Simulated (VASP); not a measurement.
# InP (I-4m2) in VASP: notebook

Aim: see how the results for InP move with the level of theory and the settings. Levels: r2SCAN, HSE06. Tasks: single point.

All numbers are computed with VASP 6.6.1; they aren't measurements. Logs are shortened: lines on timing, memory, paths and dates and some standing lists are left out, and cuts for length are marked.

## 1. The cell of the first run

It takes space group I-4m2 (No. 119, tetragonal). Conventional cell: a = 4.261 Å, b = 4.261 Å, c = 5.774 Å, α = 90.00°, β = 90.00°, γ = 90.00°. In (site symmetry -4m2) has 4 P at 2.57 Å within 3.4 Å. P (site symmetry -4m2) has 4 In at 2.57 Å within 3.4 Å.

## 2. Single point, r2SCAN, non-collinear spin, zero start, spin-orbit coupling (epitaxial xy strain +2.0%)

POSCAR reads:

```
InP
1.0
    0.0000000000      3.0128633875      2.8871300864
    3.0128633875      0.0000000000      2.8871300864
    3.0128633875      3.0128633875      0.0000000000
In P
1 1
Direct
    0.0000000000      0.0000000000      0.0000000000
    0.2500000000      0.2500000000      0.2500000000
```

INCAR.step1 reads:

```
PREC     = Accurate       # precision mode
ENCUT    = 520            # plane-wave cutoff, eV
ISMEAR   = -1             # smearing method
SIGMA    = 0.02           # smearing width, eV
LREAL    = False          # projectors in reciprocal space
LASPH    = True           # aspherical terms in the spheres
NELM     = 150            # most SCF steps
MAGMOM   = 0 0 0 0 0 0    # initial moments
LSORBIT  = True           # spin-orbit coupling
GGA_COMPAT= False        
NBANDS   = 30             # bands
GGA      = PE             # functional
ALGO     = Normal         # electronic algorithm
EDIFF    = 1E-4           # SCF threshold, eV
LWAVE    = True           # write WAVECAR
LCHARG   = False          # write CHGCAR
```

INCAR.step2 reads:

```
PREC     = Accurate       # precision mode
ENCUT    = 520            # plane-wave cutoff, eV
EDIFF    = 1E-6           # SCF threshold, eV
ISMEAR   = -1             # smearing method
SIGMA    = 0.02           # smearing width, eV
LREAL    = False          # projectors in reciprocal space
LASPH    = True           # aspherical terms in the spheres
NELM     = 150            # most SCF steps
ALGO     = Normal         # electronic algorithm
ISIF     = 2              # what is computed and relaxed
LWAVE    = False          # write WAVECAR
LCHARG   = False          # write CHGCAR
MAGMOM   = 0 0 0 0 0 0    # initial moments
LORBIT   = 11             # projections on sites
LSORBIT  = True           # spin-orbit coupling
GGA_COMPAT= False        
LORBMOM  = True         
METAGGA  = R2SCAN         # meta-GGA
LMIXTAU  = True         
NBANDS   = 30             # bands
ISTART   = 1
```

KPOINTS reads:

```
regular mesh
0
Gamma
  8 8 8
```

Potentials or basis: VASP PAW PBE potentials, release 64 (In_d, P).

Launch:

```sh
$ cat potpaw_PBE.64/In_d/POTCAR potpaw_PBE.64/P/POTCAR > POTCAR
$ cp INCAR.step1 INCAR
$ mpirun -np 1 vasp_ncl > vasp.out
$ cp INCAR.step2 INCAR
$ mpirun -np 1 vasp_ncl > vasp.out
```

OUTCAR:

```text
PREC = Accurate
   ENCUT = 520
   EDIFF = 1E-6
   ISMEAR = -1
   LREAL = False
   LASPH = True
   NELM = 150
   ISIF = 2
   LORBIT = 11
   LSORBIT = True
   METAGGA = R2SCAN
   ISTART = 1

 ion  position               nearest neighbor table
   1  0.000  0.000  0.000-   2 2.57   2 2.57   2 2.57   2 2.57
   2  0.250  0.250  0.250-   1 2.57   1 2.57   1 2.57   1 2.57

  LATTYP: Found a body centered tetragonal cell.
 ALAT       =     4.2608322642
 C/A-ratio  =     1.3551953738

  Lattice vectors:

 A1 = (   0.0000000000,  -3.0128633875,  -2.8871300864)
 A2 = (   0.0000000000,   3.0128633875,  -2.8871300864)
 A3 = (   3.0128633875,   0.0000000000,   2.8871300864)

Analysis of symmetry for initial positions (statically):
=====================================================================
 Subroutine PRICEL returns:
 Original cell was already a primitive cell.

 Routine SETGRP: Setting up the symmetry group for a
 body centered tetragonal supercell.

 Subroutine GETGRP returns: Found  8 space group operations
 (whereof  8 operations were pure point group operations)
 out of a pool of 16 trial point group operations.

The static configuration has the point symmetry D_2d.

Analysis of symmetry for dynamics (positions and initial velocities):
=====================================================================
 Subroutine PRICEL returns:
 Original cell was already a primitive cell.

 Routine SETGRP: Setting up the symmetry group for a
 body centered tetragonal supercell.

 Subroutine GETGRP returns: Found  8 space group operations
 (whereof  8 operations were pure point group operations)
 out of a pool of 16 trial point group operations.

The dynamic configuration has the point symmetry D_2d.

Analysis of structural, dynamic, and magnetic symmetry:
=====================================================================
 Subroutine PRICEL returns:
 Original cell was already a primitive cell.

 Routine SETGRP: Setting up the symmetry group for a
 body centered tetragonal supercell.

 Subroutine GETGRP returns: Found  8 space group operations
 (whereof  8 operations were pure point group operations)
 out of a pool of 16 trial point group operations.

The overall configuration has the point symmetry D_2d.

 Subroutine INISYM returns: Found  8 space group operations
 (whereof  8 operations are pure point group operations),
 and found     1 'primitive' translations

----------------------------------------------------------------------------------------

                                     Primitive cell

  volume of cell :      52.4150

  direct lattice vectors                    reciprocal lattice vectors
     0.000000000  3.012863387  2.887130086    -0.165955085  0.165955085  0.173182359
     3.012863387  0.000000000  2.887130086     0.165955085 -0.165955085  0.173182359
     3.012863387  3.012863387  0.000000000     0.165955085  0.165955085 -0.173182359

  length of vectors
     4.172872623  4.172872623  4.260832264     0.291675008  0.291675008  0.291675008

  position of ions in fractional coordinates (direct lattice)
     0.000000000  0.000000000  0.000000000
     0.250000000  0.250000000  0.250000000

  ion indices of the primitive-cell ions
   primitive index   ion index
                 1           1
                 2           2

----------------------------------------------------------------------------------------

 KPOINTS: regular mesh

Automatic generation of k-mesh.
 Grid dimensions read from file:
 generate k-points for:    8    8    8

 Generating k-lattice:

  Cartesian coordinates                     Fractional coordinates (reciprocal lattice)
    -0.020744386  0.020744386  0.021647795     0.125000000  0.000000000  0.000000000
     0.020744386 -0.020744386  0.021647795     0.000000000  0.125000000  0.000000000
     0.020744386  0.020744386 -0.021647795     0.000000000  0.000000000  0.125000000

  Length of vectors
     0.036459376  0.036459376  0.036459376

  Shift w.r.t. Gamma in fractional coordinates (k-lattice)
     0.000000000  0.000000000  0.000000000

 Subroutine IBZKPT returns following result:
 ===========================================

[... 68 lines left out ...]
  volume/ion in A,a.u.               =      26.21       176.86
  Fermi-wavevector in a.u.,A,eV,Ry     =   1.146429  2.166437 17.882137  1.314300
  Thomas-Fermi vector in A             =   2.283114
   LORBIT       =     11    0 simple, 1 ext, 2 COOP (PROOUT), +10 PAW based schemes
   METAGGA = R2SCAN    functional components
   LHFCALC =     F    Hartree Fock is set to
   AEXX    =    0.0000 exact exchange contribution
   IVDW    =     0    specifies the selected vdW correction
   LEPSILON=     F    determine dielectric tensor
   LRPA    =     F    only Hartree local field effects (RPA)
  energy-cutoff  :      520.00
  volume of cell :       52.41
 maximum number of plane-waves:      2856
   NGX = 15   NGY = 15   NGZ = 15

 number of electron      18.0000004 magnetization      -0.0000000      0.0000000     -0.0000000

 number of electron      18.0000004 magnetization       0.0000000      0.0000000     -0.0000000

 Free energy of the ion-electron system (eV)
  ---------------------------------------------------
  ext. energy  EPLUGINS =         0.00000000
  ---------------------------------------------------
  free energy    TOTEN  =       -32.31903120 eV

  energy without entropy =      -32.31903120  energy(sigma->0) =      -32.31903120

 E-fermi :   5.1305     XC(G=0):  -9.6938

 val. band max:        4.7074751309   @ k =   0.0000   0.0000   0.0000
 cond. band min:       5.4979727490   @ k =   0.0000   0.0000   0.0000
 fundamental gap:      0.7904976181
 Fermi energy:         5.1305103771

 k-point     1 :       0.0000    0.0000    0.0000
  band No.  band energies     occupation
      1     -10.4648      1.00000
      2     -10.4648      1.00000
      3     -10.4542      1.00000
      4     -10.4542      1.00000
      5      -9.6726      1.00000
      6      -9.6726      1.00000
[... 781 lines left out ...]
     29      15.8513      0.00000
     30      15.8647      0.00000

 [... further k-points ...]

------------------------ aborting loop because EDIFF is reached ----------------------------------------

  FORCE on cell =-STRESS in cart. coord.  units (eV):
  Direction    XX          YY          ZZ          XY          YZ          ZX
  --------------------------------------------------------------------------------------
  -------------------------------------------------------------------------------------
  Total       -0.6395192     -0.6395192     -0.0564168      0.0000000      0.0000000      0.0000000
  in kB      -19.5482963    -19.5482963     -1.7245029      0.0000000      0.0000000      0.0000000
  external PRESSURE =     -13.6070319 kB  Pullay stress =       0.0000000 kB

 VOLUME and BASIS-vectors are now :
 -----------------------------------------------------------------------------
  energy-cutoff  :      520.00
  volume of cell :       52.41
      direct lattice vectors                 reciprocal lattice vectors
     0.000000000  3.012863387  2.887130086    -0.165955085  0.165955085  0.173182359
     3.012863387  0.000000000  2.887130086     0.165955085 -0.165955085  0.173182359
     3.012863387  3.012863387  0.000000000     0.165955085  0.165955085 -0.173182359

 POSITION                                       TOTAL-FORCE (eV/Angst)
 -----------------------------------------------------------------------------------
      0.00000      0.00000      0.00000        -0.000000      0.000000     -0.000000
      1.50643      1.50643      1.44357         0.000000     -0.000000      0.000000
 -----------------------------------------------------------------------------------
    total drift:                               -0.000000     -0.000000     -0.000000

  FREE ENERGIE OF THE ION-ELECTRON SYSTEM (eV)
  ---------------------------------------------------
  free  energy   TOTEN  =       -32.3190312045 eV

  energy  without entropy=      -32.3190312045  energy(sigma->0) =      -32.31903120

 orbital moment (x)

 # of ion     p       d       tot
 ----------------------------------------
  1         0.000   0.000   0.000
  2        -0.000   0.000  -0.000
 ----------------------------------------
            0.000   0.000   0.000

 orbital moment (y)

 # of ion     p       d       tot
 ----------------------------------------
  1        -0.000   0.000  -0.000
  2         0.000   0.000   0.000
 ----------------------------------------
           -0.000   0.000  -0.000

 orbital moment (z)

 # of ion     p       d       tot
 ----------------------------------------
  1         0.000   0.000   0.000
  2         0.000   0.000   0.000
 ----------------------------------------
            0.000   0.000   0.000

 Spin-Orbit-Coupling matrix elements

 Ion:    1  E_soc:     -0.0666944
 l=   1
     0.0000000    -0.0048322    -0.0048540
    -0.0048322     0.0000000    -0.0048322
    -0.0048540    -0.0048322     0.0000000
 l=   2
     0.0000000    -0.0012852     0.0000000    -0.0012852    -0.0049906
    -0.0012852     0.0000000    -0.0037441    -0.0012827    -0.0012484
     0.0000000    -0.0037441     0.0000000    -0.0037441     0.0000000
    -0.0012852    -0.0012827    -0.0037441     0.0000000    -0.0012484
    -0.0049906    -0.0012484     0.0000000    -0.0012484     0.0000000
 l=   3
     0.0000000     0.0000000     0.0000000     0.0000000     0.0000000     0.0000000     0.0000000
     0.0000000     0.0000000     0.0000000     0.0000000     0.0000000     0.0000000     0.0000000
     0.0000000     0.0000000     0.0000000     0.0000000     0.0000000     0.0000000     0.0000000
     0.0000000     0.0000000     0.0000000     0.0000000     0.0000000     0.0000000     0.0000000
     0.0000000     0.0000000     0.0000000     0.0000000     0.0000000     0.0000000     0.0000000
     0.0000000     0.0000000     0.0000000     0.0000000     0.0000000     0.0000000     0.0000000
     0.0000000     0.0000000     0.0000000     0.0000000     0.0000000     0.0000000     0.0000000

 Ion:    2  E_soc:     -0.0010390
 l=   1
     0.0000000    -0.0001749    -0.0001697
    -0.0001749     0.0000000    -0.0001749
    -0.0001697    -0.0001749     0.0000000
 l=   2
     0.0000000     0.0000000     0.0000000     0.0000000     0.0000000
     0.0000000     0.0000000     0.0000000     0.0000000     0.0000000
     0.0000000     0.0000000     0.0000000     0.0000000     0.0000000
     0.0000000     0.0000000     0.0000000     0.0000000     0.0000000
     0.0000000     0.0000000     0.0000000     0.0000000     0.0000000
 l=   3
     0.0000000     0.0000000     0.0000000     0.0000000     0.0000000     0.0000000     0.0000000
     0.0000000     0.0000000     0.0000000     0.0000000     0.0000000     0.0000000     0.0000000
     0.0000000     0.0000000     0.0000000     0.0000000     0.0000000     0.0000000     0.0000000
     0.0000000     0.0000000     0.0000000     0.0000000     0.0000000     0.0000000     0.0000000
     0.0000000     0.0000000     0.0000000     0.0000000     0.0000000     0.0000000     0.0000000
     0.0000000     0.0000000     0.0000000     0.0000000     0.0000000     0.0000000     0.0000000
     0.0000000     0.0000000     0.0000000     0.0000000     0.0000000     0.0000000     0.0000000

 total charge

# of ion       s       p       d       tot
------------------------------------------
    1        0.814   0.761   9.898  11.473
    2        1.019   1.493   0.000   2.512
--------------------------------------------------
tot          1.834   2.254   9.898  13.986

 magnetization (x)

# of ion       s       p       d       tot
------------------------------------------
    1        0.000  -0.000  -0.000  -0.000
    2        0.000  -0.000   0.000   0.000
--------------------------------------------------
tot          0.000  -0.000  -0.000  -0.000

 magnetization (y)

# of ion       s       p       d       tot
------------------------------------------
    1        0.000   0.000   0.000   0.000
    2        0.000   0.000   0.000   0.000
--------------------------------------------------
tot          0.000   0.000   0.000   0.000

 magnetization (z)

# of ion       s       p       d       tot
------------------------------------------
    1        0.000   0.000  -0.000   0.000
    2        0.000   0.000   0.000   0.000
--------------------------------------------------
tot          0.000   0.000  -0.000   0.000
```

Run time: 26 min. Hardware: 1 thread of AMD EPYC 9R14 (Zen 4), shared host; peak memory 0.44 GiB.

Results:

```yaml
Free_energy: -32.3190 eV
Pressure: -1.4 GPa
Net_moment: 0.00 μB per cell
Valence_electrons_inside_the_program's_atomic_spheres: In 11.47; P 2.51
```

Moments on the atoms (μB; x, y, z):
```
In  0.00 0.00 0.00
P   0.00 0.00 0.00
```

Caveat: the cell differs from its parent crystal (epitaxial xy strain +2.0%); the PAW data sets were made with another functional, which shifts forces and pressure a little.

## 3. Single point, r2SCAN, non-collinear spin, zero start, spin-orbit coupling (epitaxial xy strain +3.0%)

POSCAR reads:

```
InP
1.0
    0.0000000000      3.0424012639      2.8530073427
    3.0424012639      0.0000000000      2.8530073427
    3.0424012639      3.0424012639      0.0000000000
In P
1 1
Direct
    0.0000000000      0.0000000000      0.0000000000
    0.2500000000      0.2500000000      0.2500000000
```

INCAR.step1 reads:

```
PREC = Accurate ; ENCUT = 520
ISMEAR = -1 ; SIGMA = 0.02
LREAL = False ; LASPH = True
NELM = 150 ; LNONCOLLINEAR = True
MAGMOM = 0 0 0 0 0 0 ; LSORBIT = True
GGA_COMPAT = False ; NBANDS = 30
GGA = PE ; ALGO = Normal
EDIFF = 1E-4 ; LWAVE = True
LCHARG = False
```

INCAR.step2 reads:

```
PREC = Accurate ; ENCUT = 520
EDIFF = 1E-6 ; ISMEAR = -1
SIGMA = 0.02 ; LREAL = False
LASPH = True ; NELM = 150
ALGO = Normal ; ISIF = 2
LWAVE = False ; LCHARG = False
LNONCOLLINEAR = True ; MAGMOM = 0 0 0 0 0 0
LORBIT = 11 ; LSORBIT = True
GGA_COMPAT = False ; LORBMOM = True
METAGGA = R2SCAN ; LMIXTAU = True
NBANDS = 30 ; ISTART = 1
```

KPOINTS reads:

```
Automatic mesh
0
Gamma
  8 8 8
```

Potentials or basis: VASP PAW PBE potentials, release 64 (In_d, P).

Launch:

```sh
$ cat potpaw_PBE.64/In_d/POTCAR potpaw_PBE.64/P/POTCAR > POTCAR
$ cp INCAR.step1 INCAR
$ mpirun -np 1 vasp_ncl > vasp.out
$ cp INCAR.step2 INCAR
$ mpirun -np 1 vasp_ncl > vasp.out
```

Wall time 25 min (1 thread of AMD EPYC 9R14 (Zen 4), shared host); peak memory 0.45 GiB.

Results (log left out):

```
Free energy                                           : -32.3048 eV
Pressure                                              : -1.9 GPa
Net moment                                            : 0.00 μB per cell
Valence electrons inside the program's atomic spheres : In 11.46; P 2.51
```

Stress tensor (GPa, compression positive):
```
-2.74  0.00  0.00
 0.00 -2.74  0.00
 0.00  0.00 -0.16
```

Moments on the atoms (μB; x, y, z):
```
In  0.00 0.00 0.00
P   0.00 0.00 0.00
```

Caveat: the cell differs from its parent crystal (epitaxial xy strain +3.0%); the PAW data sets were made with another functional, which shifts forces and pressure a little.

(Continued in part 2 of 2.)
